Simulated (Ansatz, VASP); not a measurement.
**One calculation of LiBr, two programs**

File INCAR:

```
SYSTEM = LiBr
PREC = Accurate
ENCUT = 750
EDIFF = 1E-6
ISMEAR = 0
SIGMA = 0.05
LREAL = .FALSE.
LASPH = .TRUE.
NELM = 120
ALGO = Normal
ISIF = 2
LWAVE = .FALSE.
LCHARG = .TRUE.
GGA = PE
LELF = .TRUE.
LVHAR = .TRUE.
NBANDS = 12
GGA_COMPAT = .FALSE.
```

File KPOINTS:

```
Automatic mesh
0
G
  8 8 8
  0 0 0
```

Contents of POSCAR:

```
LiBr
1.0
    0.0000000000      2.5249400000      2.5249400000
    2.5249400000      0.0000000000      2.5249400000
    2.5249400000      2.5249400000      0.0000000000
Li Br
1 1
Direct
    0.0000000000      0.0000000000      0.0000000000
    0.5000000000      0.5000000000      0.5000000000
```

Input for Ansatz:

```yaml
crystal:
  lattice:
    - [0.0, 2.52494, 2.52494]
    - [2.52494, 0.0, 2.52494]
    - [2.52494, 2.52494, 0.0]
  atoms:
    - { symbol: Li, position: [0.0, 0.0, 0.0] }
    - { symbol: Br, position: [0.5, 0.5, 0.5] }
basis:
  ecutwfc: 420
kpoints:
  mp_grid: { grid: [8, 8, 8] }
hamiltonian:
  xc: pbe
scf:
  occupations: { method: gaussian, width: 0.05 }
output:
  forces: true
  stress: true
  eigenvalues: true
```

Change from the starting cell: strain -0.080 along x and y, -0.080 along z, atoms carried along.

Alike in both runs: task single point; functional PBE; k mesh 8 × 8 × 8; occupations gaussian, width 0.05 eV; no spin polarisation.

```csv
,VASP,Ansatz
version,VASP 6.6.1,Ansatz 0.2.0
potentials or method,"VASP PAW PBE potentials, release 64 (Li_sv, Br), cutoff 750 eV","scalar-relativistic, plane waves, PAW"
valence electrons in the cell,10,10
```

Ansatz gave:

| Property | Result |
| --- | --- |
| gap on the k mesh at the Fermi level (eV) | 5.72 |
| least direct gap on the mesh (eV) | 6.13 |
| pressure (GPa) | 12.0 |

What did VASP give for the same quantities?

gap on the k mesh at the Fermi level (eV): 5.72; least direct gap on the mesh (eV): 6.12; pressure (GPa): 11.9.

With one functional, cell and mesh, what is left measures potentials, basis and numerics.
